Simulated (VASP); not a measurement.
# GaN (P6_3/mmc) in VASP: single point with HSE06

Aim: the single point of GaN with HSE06.

All numbers are computed with VASP 6.6.1; they aren't measurements. Logs are shortened: lines on timing, memory, paths and dates and some standing lists are left out, and cuts for length are marked.

**1. The cell of the first run**

Symmetry: P6_3/mmc, No. 194, hexagonal system. Conventional cell: a = 2.967 Å, b = 2.967 Å, c = 5.033 Å, α = 90.00°, β = 90.00°, γ = 120.00°. Within 2.8 Å of Ga (site symmetry -3m) lie 6 N at 2.13 Å and 2 Ga at 2.52 Å. Within 2.8 Å of N (site symmetry -6m2) lie 6 Ga at 2.13 Å.

**2. Single point, HSE06**

POSCAR

```
GaN
1.0
    2.9672035378      0.0000000000      0.0000000000
   -1.4836017689      2.5696736419      0.0000000000
    0.0000000000      0.0000000000      5.0329255193
Ga N
2 2
Direct
    0.0000000000      0.0000000000      0.0000000000
    0.0000000000      0.0000000000      0.5000000000
    0.3333333333      0.6666666667      0.2500000000
    0.6666666667      0.3333333333      0.7500000000
```

INCAR.step1

```
SYSTEM = GaN
PREC     = Accurate       ! precision mode
ENCUT    = 520            ! plane-wave cutoff, eV
EDIFF    = 1E-5           ! SCF threshold, eV
ISMEAR   = 0              ! smearing method
SIGMA    = 0.01           ! smearing width, eV
LREAL    = .False.        ! projectors in reciprocal space
LASPH    = .True.         ! aspherical terms in the spheres
NELM     = 100            ! most SCF steps
ALGO     = Normal         ! electronic algorithm
ISIF     = 2              ! what is computed and relaxed
LWAVE    = .True.         ! write WAVECAR
LCHARG   = .False.        ! write CHGCAR
NBANDS   = 26             ! bands
GGA      = PE             ! functional
```

INCAR.step2

```
SYSTEM = GaN
PREC     = Accurate       ! precision mode
ENCUT    = 520            ! plane-wave cutoff, eV
EDIFF    = 1E-7           ! SCF threshold, eV
ISMEAR   = 0              ! smearing method
SIGMA    = 0.01           ! smearing width, eV
LREAL    = .False.        ! projectors in reciprocal space
LASPH    = .True.         ! aspherical terms in the spheres
NELM     = 100            ! most SCF steps
ALGO     = Normal         ! electronic algorithm
ISIF     = 2              ! what is computed and relaxed
LWAVE    = .False.        ! write WAVECAR
LCHARG   = .False.        ! write CHGCAR
GGA      = PE             ! functional
LHFCALC  = .True.         ! exact exchange
HFSCREEN = 0.2079         ! screening, 1/A
PRECFOCK = Normal       
NBANDS   = 26             ! bands
ISTART   = 1
```

KPOINTS

```
regular mesh
0
Gamma
  6 6 2
  0 0 0
```

Potentials or basis: VASP PAW PBE potentials, release 64 (Ga_d, N).

The run is started by

```bash
$ cat potpaw_PBE.64/Ga_d/POTCAR potpaw_PBE.64/N/POTCAR > POTCAR
$ cp INCAR.step1 INCAR
$ mpirun -np 1 vasp_std > vasp.out
$ cp INCAR.step2 INCAR
$ mpirun -np 1 vasp_std > vasp.out
```

OUTCAR:

```text
SYSTEM = GaN
   PREC = Accurate
   ENCUT = 520
   EDIFF = 1E-7
   ISMEAR = 0
   LREAL = .False.
   LASPH = .True.
   NELM = 100
   ISIF = 2
   GGA = PE
   LHFCALC = .True.
   HFSCREEN = 0.2079
   PRECFOCK = Normal
   ISTART = 1

 ion  position               nearest neighbor table
   1  0.000  0.000  0.000-   3 2.13   4 2.13   3 2.13   4 2.13   4 2.13   3 2.13   2 2.52   2 2.52

   2  0.000  0.000  0.500-   3 2.13   4 2.13   3 2.13   4 2.13   4 2.13   3 2.13   1 2.52   1 2.52

   3  0.333  0.667  0.250-   1 2.13   2 2.13   1 2.13   2 2.13   1 2.13   2 2.13
   4  0.667  0.333  0.750-   1 2.13   2 2.13   1 2.13   2 2.13   1 2.13   2 2.13

  LATTYP: Found a hexagonal cell.
 ALAT       =     2.9672035378
 C/A-ratio  =     1.6961847933

  Lattice vectors:

 A1 = (   2.9672035378,   0.0000000000,   0.0000000000)
 A2 = (  -1.4836017689,   2.5696736419,   0.0000000000)
 A3 = (   0.0000000000,   0.0000000000,   5.0329255193)

Analysis of symmetry for initial positions (statically):
=====================================================================
 Subroutine PRICEL returns:
 Original cell was already a primitive cell.

 Routine SETGRP: Setting up the symmetry group for a
 hexagonal supercell.

 Subroutine GETGRP returns: Found 24 space group operations
 (whereof 12 operations were pure point group operations)
 out of a pool of 24 trial point group operations.

The static configuration has the point symmetry D_3d.
 The point group associated with its full space group is D_6h.

Analysis of symmetry for dynamics (positions and initial velocities):
=====================================================================
 Subroutine PRICEL returns:
 Original cell was already a primitive cell.

 Routine SETGRP: Setting up the symmetry group for a
 hexagonal supercell.

 Subroutine GETGRP returns: Found 24 space group operations
 (whereof 12 operations were pure point group operations)
 out of a pool of 24 trial point group operations.

The dynamic configuration has the point symmetry D_3d.
 The point group associated with its full space group is D_6h.

 Subroutine INISYM returns: Found 24 space group operations
 (whereof 12 operations are pure point group operations),
 and found     1 'primitive' translations

----------------------------------------------------------------------------------------

                                     Primitive cell

  volume of cell :      38.3748

  direct lattice vectors                    reciprocal lattice vectors
     2.967203538  0.000000000  0.000000000     0.337017662  0.194577238  0.000000000
    -1.483601769  2.569673642  0.000000000     0.000000000  0.389154476  0.000000000
     0.000000000  0.000000000  5.032925519     0.000000000  0.000000000  0.198691595

  length of vectors
     2.967203538  2.967203538  5.032925519     0.389154476  0.389154476  0.198691595

  position of ions in fractional coordinates (direct lattice)
     0.000000000  0.000000000  0.000000000
     0.000000000  0.000000000  0.500000000
     0.333333333  0.666666667  0.250000000
     0.666666667  0.333333333  0.750000000

  ion indices of the primitive-cell ions
   primitive index   ion index
                 1           1
                 2           2
                 3           3
                 4           4

----------------------------------------------------------------------------------------

 KPOINTS: regular mesh

Automatic generation of k-mesh.
 Grid dimensions read from file:
 generate k-points for:    6    6    2

 Generating k-lattice:

  Cartesian coordinates                     Fractional coordinates (reciprocal lattice)
     0.056169610  0.032429540  0.000000000     0.166666667  0.000000000  0.000000000
     0.000000000  0.064859079  0.000000000     0.000000000  0.166666667  0.000000000
     0.000000000  0.000000000  0.099345798     0.000000000  0.000000000  0.500000000

  Length of vectors
     0.064859079  0.064859079  0.099345798

  Shift w.r.t. Gamma in fractional coordinates (k-lattice)
     0.000000000  0.000000000  0.000000000

 Subroutine IBZKPT returns following result:
 ===========================================

 Found     14 irreducible k-points:

 Following reciprocal coordinates:
            Coordinates               Weight
  0.000000  0.000000  0.000000      1.000000
  0.166667  0.000000  0.000000      6.000000
  0.333333  0.000000  0.000000      6.000000
  0.500000  0.000000  0.000000      3.000000
  0.166667  0.166667  0.000000      6.000000
  0.333333  0.166667  0.000000     12.000000
  0.333333  0.333333  0.000000      2.000000
  0.000000  0.000000  0.500000      1.000000
  0.166667  0.000000  0.500000      6.000000
  0.333333  0.000000  0.500000      6.000000
  0.500000  0.000000  0.500000      3.000000
  0.166667  0.166667  0.500000      6.000000
  0.333333  0.166667  0.500000     12.000000
  0.333333  0.333333  0.500000      2.000000
   k-points           NKPTS =     14   k-points in BZ     NKDIM =     72   number of bands    NBANDS=     26
   number of dos      NEDOS =    301   number of ions     NIONS =      4
   total plane-waves  NPLWV =  23040
   dimension x,y,z NGX =    24 NGY =   24 NGZ =   40
   dimension x,y,z NGXF=    48 NGYF=   48 NGZF=   80
   ions per type =               2   2
   NGX,Y,Z   is equivalent  to a cutoff of  13.45, 13.45, 13.21 a.u.
   NGXF,Y,Z  is equivalent  to a cutoff of  26.89, 26.89, 26.43 a.u.
 SYSTEM =  GaN
   PREC   = accura    normal or accurate (medium, high low for compatibility)
   ISTART =      1    job   : 0-new  1-cont  2-samecut
   ICHARG =      0    charge: 1-file 2-atom 10-const
   ISPIN  =      1    spin polarized calculation?
   LNONCOLLINEAR =      F non collinear calculations
   LSORBIT =      F    spin-orbit coupling
   LASPH  =      T    aspherical Exc in radial PAW
   ENCUT  =  520.0 eV  38.22 Ry    6.18 a.u.   5.52  5.52  9.36*2*pi/ulx,y,z
   NELM   =    100;   NELMIN=  2; NELMDL=  0     # of ELM steps
   EDIFF  = 0.1E-06   stopping-criterion for ELM
   LREAL  =      F    real-space projection
   EDIFFG = 0.1E-05   stopping-criterion for IOM
   NSW    =      0    number of steps for IOM
   IBRION =     -1    ionic relax: 0-MD 1-quasi-New 2-CG
   NFREE  =      0    steps in history (QN), initial steepest desc. (CG)
   ISIF   =      2    stress and relaxation
   ISYM   =      3    0-nonsym 1-usesym 2-fastsym
   POTIM  = 0.5000    time-step for ionic-motion
   TEBEG  =    0.0;   TEEND  =   0.0 temperature during run
   PSTRESS=    0.0 pullay stress
   NELECT =      36.0000    total number of electrons
   NUPDOWN=      -1.0000    fix difference up-down
   EMIN   =  10.00;   EMAX   =-10.00  energy-range for DOS
   EFERMI =   0.00;   METHOD = LEGACY
   ISMEAR =     0;   SIGMA  =   0.01  broadening in eV -4-tet -1-fermi 0-gaus
   EFERMI_NEDOS =   21; number of points for ismear=-14 and -15
   IALGO  =     38    algorithm
   IMIX   =      1    mixing-type and parameters
     AMIX     =   0.40;   BMIX     =  1.00
     AMIX_MAG =   1.60;   BMIX_MAG =  1.00
  volume/ion in A,a.u.               =       9.59        64.74
  Fermi-wavevector in a.u.,A,eV,Ry     =   1.602607  3.028488 34.944516  2.568349
  Thomas-Fermi vector in A             =   2.699401
   LORBIT       =      0    0 simple, 1 ext, 2 COOP (PROOUT), +10 PAW based schemes
   GGA     = PE    functional components
   LHFCALC =     T    Hartree Fock is set to
   PRECFOCK=normal    Normal, Fast or Accurate (Low or Medium for compatibility)
   ENCUT4O =  -1.0   cutoff for four orbital integrals eV
   NKREDX  =     1    reduce k-point grid by
   NKREDY  =     1    reduce k-point grid by
   NKREDZ  =     1    reduce k-point grid by
   AEXX    =    0.2500 exact exchange contribution
   HFSCREEN=    0.2079 screening length (either q_TF or 0.3 A-1)
   HFSCREENC=   0.2079 screening length for correlation (either q_TF or 0.3 A-1)
   ENCUTFOCK=  -1.0 apply spherical cutoff to Coloumb kernel
   IVDW    =     0    specifies the selected vdW correction
   LEPSILON=     F    determine dielectric tensor
   LRPA    =     F    only Hartree local field effects (RPA)
 non-spin polarized calculation
 Gauss-broadening in eV      SIGMA  =   0.01
  energy-cutoff  :      520.00
  volume of cell :       38.37
 maximum number of plane-waves:      1051
 NGX is ok and might be reduce to    24
  NGX = 18; NGY = 18; NGZ = 30

 number of electron      36.0000036 magnetization

 Free energy of the ion-electron system (eV)
  ---------------------------------------------------
  ext. energy  EPLUGINS =         0.00000000
  ---------------------------------------------------
  free energy    TOTEN  =       -26.98441008 eV

  energy without entropy =      -26.98441008  energy(sigma->0) =      -26.98441008

 E-fermi :   7.1441     XC(G=0): -10.5509

 val. band max:        7.0363163933   @ k =   0.1667   0.0000   0.0000
 cond. band min:       9.7041567999   @ k =   0.3333   0.3333   0.0000
 fundamental gap:      2.6678404066
 Fermi energy:         7.1441097608

 k-point     1 :       0.0000    0.0000    0.0000
  band No.  band energies     occupation
      1     -11.9056      2.00000
      2      -9.8540      2.00000
      3      -9.6652      2.00000
      4      -9.6652      2.00000
      5      -9.4519      2.00000
      6      -9.4519      2.00000
[... 18 lines left out ...]
     25      22.5606      0.00000
     26      22.5606      0.00000

 k-point     2 :       0.1667    0.0000    0.0000
  band No.  band energies     occupation
      1     -11.4160      2.00000
      2     -10.2106      2.00000
      3      -9.8195      2.00000
      4      -9.6544      2.00000
      5      -9.4897      2.00000
      6      -9.4796      2.00000
[... 18 lines left out ...]
     25      20.2763      0.00000
     26      20.3814      0.00000

 k-point     3 :       0.3333    0.0000    0.0000
  band No.  band energies     occupation
      1     -10.8452      2.00000
      2     -10.0654      2.00000
      3      -9.6881      2.00000
      4      -9.6724      2.00000
      5      -9.5847      2.00000
      6      -9.4259      2.00000
[... 282 lines left out ...]
 k-point    13 :       0.3333    0.1667    0.5000
  band No.  band energies     occupation
      1     -10.4646      2.00000
      2     -10.4646      2.00000
      3      -9.5469      2.00000
      4      -9.5469      2.00000
      5      -9.4876      2.00000
      6      -9.4876      2.00000
[... 18 lines left out ...]
     25      20.4728      0.00000
     26      20.4728      0.00000

 k-point    14 :       0.3333    0.3333    0.5000
  band No.  band energies     occupation
      1     -10.4345      2.00000
      2     -10.4345      2.00000
      3      -9.6069      2.00000
      4      -9.6069      2.00000
      5      -9.4169      2.00000
      6      -9.4169      2.00000
[... 18 lines left out ...]
     25      20.1131      0.00000
     26      20.1131      0.00000

------------------------ aborting loop because EDIFF is reached ----------------------------------------

  FORCE on cell =-STRESS in cart. coord.  units (eV):
  Direction    XX          YY          ZZ          XY          YZ          ZX
  --------------------------------------------------------------------------------------
  -------------------------------------------------------------------------------------
  Total       -0.2561163     -0.2561163      0.0846343      0.0000000      0.0000000      0.0000000
  in kB      -10.6930608    -10.6930608      3.5335506      0.0000000      0.0000000      0.0000000
  external PRESSURE =      -5.9508570 kB  Pullay stress =       0.0000000 kB

 VOLUME and BASIS-vectors are now :
 -----------------------------------------------------------------------------
  energy-cutoff  :      520.00
  volume of cell :       38.37
      direct lattice vectors                 reciprocal lattice vectors
     2.967203538  0.000000000  0.000000000     0.337017662  0.194577238  0.000000000
    -1.483601769  2.569673642  0.000000000     0.000000000  0.389154476  0.000000000
     0.000000000  0.000000000  5.032925519     0.000000000  0.000000000  0.198691595

 POSITION                                       TOTAL-FORCE (eV/Angst)
 -----------------------------------------------------------------------------------
      0.00000      0.00000      0.00000        -0.000000      0.000000     -0.000000
      0.00000      0.00000      2.51646         0.000000      0.000000     -0.000000
     -0.00000      1.71312      1.25823        -0.000000      0.000000      0.000000
      1.48360      0.85656      3.77469         0.000000      0.000000      0.000000
 -----------------------------------------------------------------------------------
    total drift:                               -0.000068     -0.000043      0.000130

  FREE ENERGIE OF THE ION-ELECTRON SYSTEM (eV)
  ---------------------------------------------------
  free  energy   TOTEN  =       -26.9844100825 eV

  energy  without entropy=      -26.9844100825  energy(sigma->0) =      -26.98441008
```

It took 69 min on 1 thread of Intel Xeon Platinum 8259CL at 2.50GHz (Skylake/Cascade Lake), shared host; peak memory 0.27 GiB.

What came out:

| Quantity | Value |
| --- | --- |
| Free energy | -26.9844 eV |
| Pressure | -0.6 GPa |
| Band gap on the k mesh | 2.67 eV (least direct gap 3.08 eV) |

Stress tensor (GPa, compression positive):
```
-1.07  0.00  0.00
 0.00 -1.07  0.00
 0.00  0.00  0.35
```

Levels at points of the mesh, in eV from the valence-band top:
```tsv
k point	band 16	band 17	band 18	band 19	band 20	band 21
(0.00, 0.00, 0.00)	-0.57	-0.15	-0.15	2.93	5.87	11.36
(0.50, 0.00, 0.00)	-3.12	-2.85	-0.30	5.01	6.28	6.56
(0.00, 0.00, 0.50)	-0.33	-0.33	-0.33	5.74	5.74	10.92
(0.50, 0.00, 0.50)	-2.36	-1.89	-1.89	4.31	4.31	9.32
```

Caveat: the k points lie up to 0.62 Å⁻¹ apart; the PAW data sets were made with another functional, which shifts forces and pressure a little. A k mesh can miss the band edges.
